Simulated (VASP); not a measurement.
# BN (P3m1) in VASP: notebook

BN is run at these levels: PBE; tasks: single point.

Everything below comes from runs of VASP 6.6.1. Logs are shortened: lines on timing, memory, paths and dates and some standing lists are left out, and cuts for length are marked.

## 1. The cell of the first run

The structure is trigonal, space group P3m1 (No. 156). The conventional cell has a = 2.555 Å, b = 2.555 Å, c = 4.225 Å, α = 90.00°, β = 90.00°, γ = 120.00°. Within 2.1 Å of B (site symmetry 3m) lie 4 N at 1.57 to 1.81 Å. B (site symmetry 3m) has 4 N at 1.51 to 1.58 Å within 2.0 Å. N (site symmetry 3m) has 4 B at 1.51 to 1.81 Å within 2.0 Å. Within 2.1 Å of N (site symmetry 3m) lie 4 B at 1.57 to 1.58 Å.

## 2. Single point, PBE (atom 3 (N) moved by (+0.000, -0.225) A along x and z)

File INCAR:

```
ALGO = Normal
EDIFF = 1E-7
ENCUT = 520
GGA = PE
ISIF = 2
ISMEAR = 0
LASPH = True
LCHARG = False
LREAL = False
LWAVE = False
NBANDS = 16
NELM = 100
PREC = Accurate
SIGMA = 0.05
```

File KPOINTS:

```
k-points
0
Gamma
  12 12 6
```

File POSCAR:

```
BN
1.0
    2.5545800960      0.0000000000      0.0000000000
   -1.2772900480      2.2123312591      0.0000000000
    0.0000000000      0.0000000000      4.2245145352
B N
2 2
Direct
    0.6666666667      0.3333333333      0.9998058547
    0.3333333333      0.6666666667      0.4998058547
    0.6666666667      0.3333333333      0.5719335876
    0.3333333333      0.6666666667      0.1251941453
```

Potentials or basis: VASP PAW PBE potentials, release 64 (B, N).

Launch:

```bash
> cat potpaw_PBE.64/B/POTCAR potpaw_PBE.64/N/POTCAR > POTCAR
> mpirun -np 1 vasp_std > vasp.out
```

OUTCAR:

```text
EDIFF = 1E-7
   ENCUT = 520
   GGA = PE
   ISIF = 2
   ISMEAR = 0
   LASPH = True
   LREAL = False
   NELM = 100
   PREC = Accurate

 ion  position               nearest neighbor table
   1  0.667  0.333  1.000-   4 1.57   4 1.57   4 1.57   3 1.81
   2  0.333  0.667  0.500-   3 1.51   3 1.51   3 1.51   4 1.58
   3  0.667  0.333  0.572-   2 1.51   2 1.51   2 1.51   1 1.81
   4  0.333  0.667  0.125-   1 1.57   1 1.57   1 1.57   2 1.58

  LATTYP: Found a hexagonal cell.
 ALAT       =     2.5545800960
 C/A-ratio  =     1.6537021258

  Lattice vectors:

 A1 = (   2.5545800960,   0.0000000000,   0.0000000000)
 A2 = (  -1.2772900480,   2.2123312591,   0.0000000000)
 A3 = (   0.0000000000,   0.0000000000,   4.2245145352)

Analysis of symmetry for initial positions (statically):
=====================================================================
 Subroutine PRICEL returns:
 Original cell was already a primitive cell.

 Routine SETGRP: Setting up the symmetry group for a
 hexagonal supercell.

 Subroutine GETGRP returns: Found  6 space group operations
 (whereof  6 operations were pure point group operations)
 out of a pool of 24 trial point group operations.

The static configuration has the point symmetry C_3v.

Analysis of symmetry for dynamics (positions and initial velocities):
=====================================================================
 Subroutine PRICEL returns:
 Original cell was already a primitive cell.

 Routine SETGRP: Setting up the symmetry group for a
 hexagonal supercell.

 Subroutine GETGRP returns: Found  6 space group operations
 (whereof  6 operations were pure point group operations)
 out of a pool of 24 trial point group operations.

The dynamic configuration has the point symmetry C_3v.

 Subroutine INISYM returns: Found  6 space group operations
 (whereof  6 operations are pure point group operations),
 and found     1 'primitive' translations

----------------------------------------------------------------------------------------

                                     Primitive cell

  volume of cell :      23.8752

  direct lattice vectors                    reciprocal lattice vectors
     2.554580096  0.000000000  0.000000000     0.391453766  0.226005937  0.000000000
    -1.277290048  2.212331259  0.000000000     0.000000000  0.452011875  0.000000000
     0.000000000  0.000000000  4.224514535     0.000000000  0.000000000  0.236713590

  length of vectors
     2.554580096  2.554580096  4.224514535     0.452011875  0.452011875  0.236713590

  position of ions in fractional coordinates (direct lattice)
     0.666666667  0.333333333  0.999805855
     0.333333333  0.666666667  0.499805855
     0.666666667  0.333333333  0.571933588
     0.333333333  0.666666667  0.125194145

  ion indices of the primitive-cell ions
   primitive index   ion index
                 1           1
                 2           2
                 3           3
                 4           4

----------------------------------------------------------------------------------------

 KPOINTS: k-points

Automatic generation of k-mesh.
 Grid dimensions read from file:
 generate k-points for:   12   12    6

 Generating k-lattice:

  Cartesian coordinates                     Fractional coordinates (reciprocal lattice)
     0.032621147  0.018833828  0.000000000     0.083333333  0.000000000  0.000000000
     0.000000000  0.037667656  0.000000000     0.000000000  0.083333333  0.000000000
     0.000000000  0.000000000  0.039452265     0.000000000  0.000000000  0.166666667

  Length of vectors
     0.037667656  0.037667656  0.039452265

  Shift w.r.t. Gamma in fractional coordinates (k-lattice)
     0.000000000  0.000000000  0.000000000

 Subroutine IBZKPT returns following result:
 ===========================================

 Found    100 irreducible k-points:

 Following reciprocal coordinates:
            Coordinates               Weight
  0.000000  0.000000  0.000000      1.000000
  0.083333 -0.000000  0.000000      6.000000
  0.166667  0.000000  0.000000      6.000000
  0.250000  0.000000  0.000000      6.000000
  0.333333 -0.000000  0.000000      6.000000
  0.416667 -0.000000  0.000000      6.000000
[... 16 lines left out ...]
  0.166667  0.000000  0.166667      6.000000
  0.000000  0.166667  0.166667      6.000000
 [... further k-points ...]
   k-points           NKPTS =    100   k-points in BZ     NKDIM =    100   number of bands    NBANDS=     16
   number of dos      NEDOS =    301   number of ions     NIONS =      4
   total plane-waves  NPLWV =  12800
   dimension x,y,z NGX =    20 NGY =   20 NGZ =   32
   dimension x,y,z NGXF=    40 NGYF=   40 NGZF=   64
   ions per type =               2   2
   NGX,Y,Z   is equivalent  to a cutoff of  13.02, 13.02, 12.59 a.u.
   NGXF,Y,Z  is equivalent  to a cutoff of  26.03, 26.03, 25.19 a.u.
 SYSTEM =  unknown system
   PREC   = accura    normal or accurate (medium, high low for compatibility)
   ISTART =      0    job   : 0-new  1-cont  2-samecut
   ICHARG =      2    charge: 1-file 2-atom 10-const
   ISPIN  =      1    spin polarized calculation?
   LNONCOLLINEAR =      F non collinear calculations
   LSORBIT =      F    spin-orbit coupling
   LASPH  =      T    aspherical Exc in radial PAW
   ENCUT  =  520.0 eV  38.22 Ry    6.18 a.u.   4.75  4.75  7.85*2*pi/ulx,y,z
   NELM   =    100;   NELMIN=  2; NELMDL= -5     # of ELM steps
   EDIFF  = 0.1E-06   stopping-criterion for ELM
   LREAL  =      F    real-space projection
   EDIFFG = 0.1E-05   stopping-criterion for IOM
   NSW    =      0    number of steps for IOM
   IBRION =     -1    ionic relax: 0-MD 1-quasi-New 2-CG
   NFREE  =      0    steps in history (QN), initial steepest desc. (CG)
   ISIF   =      2    stress and relaxation
   ISYM   =      2    0-nonsym 1-usesym 2-fastsym
   POTIM  = 0.5000    time-step for ionic-motion
   TEBEG  =    0.0;   TEEND  =   0.0 temperature during run
   PSTRESS=    0.0 pullay stress
   NELECT =      16.0000    total number of electrons
   NUPDOWN=      -1.0000    fix difference up-down
   EMIN   =  10.00;   EMAX   =-10.00  energy-range for DOS
   EFERMI =   0.00;   METHOD = LEGACY
   ISMEAR =     0;   SIGMA  =   0.05  broadening in eV -4-tet -1-fermi 0-gaus
   EFERMI_NEDOS =   21; number of points for ismear=-14 and -15
   IALGO  =     38    algorithm
   IMIX   =      4    mixing-type and parameters
     AMIX     =   0.40;   BMIX     =  1.00
     AMIX_MAG =   1.60;   BMIX_MAG =  1.00
  volume/ion in A,a.u.               =       5.97        40.28
  Fermi-wavevector in a.u.,A,eV,Ry     =   1.432625  2.707270 27.924811  2.052416
  Thomas-Fermi vector in A             =   2.552232
   LORBIT       =      0    0 simple, 1 ext, 2 COOP (PROOUT), +10 PAW based schemes
   GGA     = PE    functional components
   LHFCALC =     F    Hartree Fock is set to
   AEXX    =    0.0000 exact exchange contribution
   IVDW    =     0    specifies the selected vdW correction
   LEPSILON=     F    determine dielectric tensor
   LRPA    =     F    only Hartree local field effects (RPA)
 non-spin polarized calculation
 Gauss-broadening in eV      SIGMA  =   0.05
  energy-cutoff  :      520.00
  volume of cell :       23.88
 maximum number of plane-waves:       660
 NGX is ok and might be reduce to    20
   NGX =  9   NGY =  9   NGZ = 15

 number of electron      16.0000002 magnetization

 Free energy of the ion-electron system (eV)
  ---------------------------------------------------
  ext. energy  EPLUGINS =         0.00000000
  ---------------------------------------------------
  free energy    TOTEN  =       -34.04351371 eV

  energy without entropy =      -34.04351371  energy(sigma->0) =      -34.04351371

 E-fermi :   8.4577     XC(G=0): -12.7550

 val. band max:        8.1788436596   @ k =   0.0000   0.0000   0.0000
 cond. band min:      13.1286721053   @ k =   0.5000   0.0000   0.5000
 fundamental gap:      4.9498284457
 Fermi energy:         8.4577431344

 k-point     1 :       0.0000    0.0000    0.0000
  band No.  band energies     occupation
      1     -12.9778      2.00000
      2      -8.6554      2.00000
      3      -3.1433      2.00000
      4       4.8992      2.00000
      5       4.8992      2.00000
      6       7.0620      2.00000
[... 8 lines left out ...]
     15      19.0278      0.00000
     16      23.8868      0.00000

 k-point     2 :       0.0833   -0.0000    0.0000
  band No.  band energies     occupation
      1     -12.8292      2.00000
      2      -8.5453      2.00000
      3      -2.9867      2.00000
      4       4.2241      2.00000
      5       4.6202      2.00000
      6       6.5074      2.00000
[... 8 lines left out ...]
     15      19.4900      0.00000
     16      23.7237      0.00000

 k-point     3 :       0.1667    0.0000    0.0000
  band No.  band energies     occupation
      1     -12.3879      2.00000
      2      -8.2308      2.00000
      3      -2.5237      2.00000
      4       2.6161      2.00000
      5       3.9609      2.00000
      6       5.1309      2.00000
[... 8 lines left out ...]
     15      20.7215      0.00000
     16      23.3132      0.00000

 k-point     4 :       0.2500    0.0000    0.0000
  band No.  band energies     occupation
      1     -11.6709      2.00000
      2      -7.7752      2.00000
      3      -1.7777      2.00000
      4       0.7181      2.00000
      5       3.2188      2.00000
      6       3.4108      2.00000
[... 8 lines left out ...]
     15      22.4103      0.00000
     16      23.2014      0.00000
[... 324 lines left out ...]
 k-point    22 :       0.0000    0.0833    0.1667
  band No.  band energies     occupation
      1     -12.6777      2.00000
      2      -9.0765      2.00000
      3      -2.1468      2.00000
      4       4.3065      2.00000
      5       4.7113      2.00000
      6       6.3268      2.00000
[... 8 lines left out ...]
     15      19.1947      0.00000
     16      23.5732      0.00000

 k-point    23 :       0.1667    0.0000    0.1667
  band No.  band energies     occupation
      1     -12.2388      2.00000
      2      -8.7323      2.00000
      3      -1.7346      2.00000
      4       2.7358      2.00000
      5       4.0573      2.00000
      6       4.8315      2.00000
[... 8 lines left out ...]
     15      20.5706      0.00000
     16      23.4587      0.00000

 k-point    24 :       0.0000    0.1667    0.1667
  band No.  band energies     occupation
      1     -12.2391      2.00000
      2      -8.7306      2.00000
      3      -1.7443      2.00000
      4       2.7209      2.00000
      5       4.0600      2.00000
      6       4.9135      2.00000
[... 8 lines left out ...]
     15      20.4058      0.00000
     16      23.3031      0.00000

 [... further k-points ...]
[... 5 lines left out ...]
  --------------------------------------------------------------------------------------
  -------------------------------------------------------------------------------------
  Total        0.8466289      0.8466289      2.2425095     -0.0000000      0.0000000      0.0000000
  in kB       56.8142381     56.8142381    150.4867947     -0.0000000      0.0000000      0.0000000
  external PRESSURE =      88.0384236 kB  Pullay stress =       0.0000000 kB

 VOLUME and BASIS-vectors are now :
 -----------------------------------------------------------------------------
  energy-cutoff  :      520.00
  volume of cell :       23.88
      direct lattice vectors                 reciprocal lattice vectors
     2.554580096  0.000000000  0.000000000     0.391453766  0.226005937  0.000000000
    -1.277290048  2.212331259  0.000000000     0.000000000  0.452011875  0.000000000
     0.000000000  0.000000000  4.224514535     0.000000000  0.000000000  0.236713590

 POSITION                                       TOTAL-FORCE (eV/Angst)
 -----------------------------------------------------------------------------------
      1.27729      0.73744      4.22369        -0.000000      0.000000     -0.398041
     -0.00000      1.47489      2.11144        -0.000000      0.000000     -2.712248
      1.27729      0.73744      2.41614         0.000000     -0.000000      6.466361
     -0.00000      1.47489      0.52888        -0.000000     -0.000000     -3.356072
 -----------------------------------------------------------------------------------
    total drift:                               -0.000000     -0.000000      0.000044

  FREE ENERGIE OF THE ION-ELECTRON SYSTEM (eV)
  ---------------------------------------------------
  free  energy   TOTEN  =       -34.0435137138 eV

  energy  without entropy=      -34.0435137138  energy(sigma->0) =      -34.04351371
```

It took 58 s on 1 thread of Intel Xeon 8259CL, shared host; peak memory 0.15 GiB.

Results:

* Free energy: -34.0435 eV
* Pressure: 8.8 GPa
* Largest force: 6.466 eV/Å
* Band gap on the k mesh: 4.95 eV, indirect (least direct gap 6.38 eV)

Forces on the atoms (eV/Å):
```
B    0.000  0.000 -0.398
B    0.000  0.000 -2.712
N    0.000  0.000  6.466
N    0.000  0.000 -3.356
```

Levels at points of the mesh, in eV from the valence-band top:
| k point | band 6 | band 7 | band 8 | band 9 | band 10 | band 11 |
| --- | --- | --- | --- | --- | --- | --- |
| (0.00, 0.00, 0.00) | -1.12 | -1.12 | 0.00 | 6.38 | 7.79 | 7.79 |
| (0.50, 0.00, 0.00) | -6.13 | -4.26 | -3.33 | 5.79 | 7.09 | 9.41 |
| (0.00, 0.00, 0.50) | -2.84 | -1.71 | -1.71 | 7.37 | 8.72 | 8.72 |
| (0.50, 0.00, 0.50) | -4.24 | -4.11 | -3.04 | 4.95 | 5.68 | 8.24 |

Caveat: the cell differs from its parent crystal (atom 3 (N) moved by (+0.000, -0.225) A along x and z); forces of over 1 eV/Å act on the atoms, so gaps and moduli don't describe the material at rest. A k mesh can miss the band edges.

## 3. Single point, PBE (atom 3 (N) moved by (+0.000, +0.225) A along x and z)

File INCAR:

```
PREC = Accurate
ENCUT = 520
EDIFF = 1E-6
ISMEAR = 0
SIGMA = 0.05
LREAL = F
LASPH = T
NELM = 80
ALGO = Normal
ISIF = 2
LWAVE = F
LCHARG = F
GGA = PE
NBANDS = 16
```

File KPOINTS:

```
Automatic mesh
0
Gamma
  12 12 6
```

Changes to POSCAR since step 2:

```diff
@@ -10,3 +10,3 @@
     0.3333333333      0.6666666667      0.4998058547
-    0.6666666667      0.3333333333      0.5719335876
+    0.6666666667      0.3333333333      0.6784547030
     0.3333333333      0.6666666667      0.1251941453
```

Potentials or basis: VASP PAW PBE potentials, release 64 (B, N).

Launch:

```bash
> cat potpaw_PBE.64/B/POTCAR potpaw_PBE.64/N/POTCAR > POTCAR
> mpirun -np 1 vasp_std > vasp.out
```

Run time: 58 s. Hardware: 1 thread of Intel Xeon 8259CL, shared host; peak memory 0.15 GiB.

The run converged. Its results:

| Property | Result |
| --- | --- |
| Free energy | -33.6928 eV |
| Pressure | 11.0 GPa |
| Largest force | 11.287 eV/Å |
| Band gap on the k mesh | 3.15 eV, indirect (least direct gap 6.97 eV) |

Forces on the atoms (eV/Å):
```
B     0.000   0.000   4.953
B     0.000   0.000   3.184
N     0.000   0.000 -11.287
N     0.000   0.000   3.150
```

Stress tensor (GPa, compression positive):
```
 3.34  0.00  0.00
 0.00  3.34  0.00
 0.00  0.00 26.46
```

Levels at points of the mesh, in eV from the valence-band top:
```csv
k point,band 6,band 7,band 8,band 9,band 10,band 11
"(0.00, 0.00, 0.00)",-2.13,0.00,0.00,7.40,7.40,8.03
"(0.50, 0.00, 0.00)",-5.66,-5.47,-1.79,5.97,6.29,8.17
"(0.00, 0.00, 0.50)",-2.11,-0.89,-0.89,8.47,8.75,8.75
"(0.50, 0.00, 0.50)",-4.70,-4.09,-3.19,5.41,5.82,9.18
```

Caveat: the cell differs from its parent crystal (atom 3 (N) moved by (+0.000, +0.225) A along x and z); forces of over 1 eV/Å act on the atoms, so gaps and moduli don't describe the material at rest.
